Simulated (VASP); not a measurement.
Set up this calculation in VASP 6.6.1, as the native input.

```
Task                   : electric field gradients
Functional             : LDA
Potentials or basis    : VASP PAW LDA potentials, release 64 (Hf_pv, C)
Cutoff                 : 520 eV
k mesh                 : 12 × 12 × 12
Occupations            : fermi-dirac, width 0.05 eV
Spin                   : no spin polarisation
Dipole correction      : no
Further INCAR settings : ALGO = Normal; EDIFF = 1e-08; NBANDS = 14
```

The structure of HfC lies in POSCAR:

```
HfC
1.0
    0.0000000000      2.3250000000      2.3250000000
    2.3250000000      0.0000000000      2.3250000000
    2.3250000000      2.3250000000      0.0000000000
Hf C
1 1
Direct
    0.5000000000      0.5000000000      0.5000000000
    0.0000000000      0.0000000000      0.0000000000
```

One way to write it, as run:

INCAR

```
SYSTEM = HfC
ALGO = Normal ; EDIFF = 1E-8
ENCUT = 520 ; ISIF = 2
ISMEAR = -1 ; LASPH = .True.
LCHARG = .False. ; LEFG = .True.
LREAL = .False. ; LWAVE = .False.
NBANDS = 14 ; NELM = 80
PREC = Accurate ; SIGMA = 0.05
```

KPOINTS

```
k-points
0
Gamma
  12 12 12
  0 0 0
```

Potentials or basis: VASP PAW LDA potentials, release 64 (Hf_pv, C).

Command:

```console
$ cat potpaw_LDA.64/Hf_pv/POTCAR potpaw_LDA.64/C/POTCAR > POTCAR
$ mpirun -np 1 vasp_std > vasp.out
```

It gave:

```json
{"Pressure": "-11.5 GPa", "Band gap on the k mesh": "zero (bands 7 and 8 overlap by 1.43 eV)", "Largest electric field gradient by atom": "zero within the noise of the run"}
```

Caveat: the cell stands under tension; spin-orbit coupling is left out, which moves the levels of the heavy elements.

It took 34 s on 1 thread of Intel Xeon 8259CL, with other jobs on the host, peak memory 0.15 GiB.
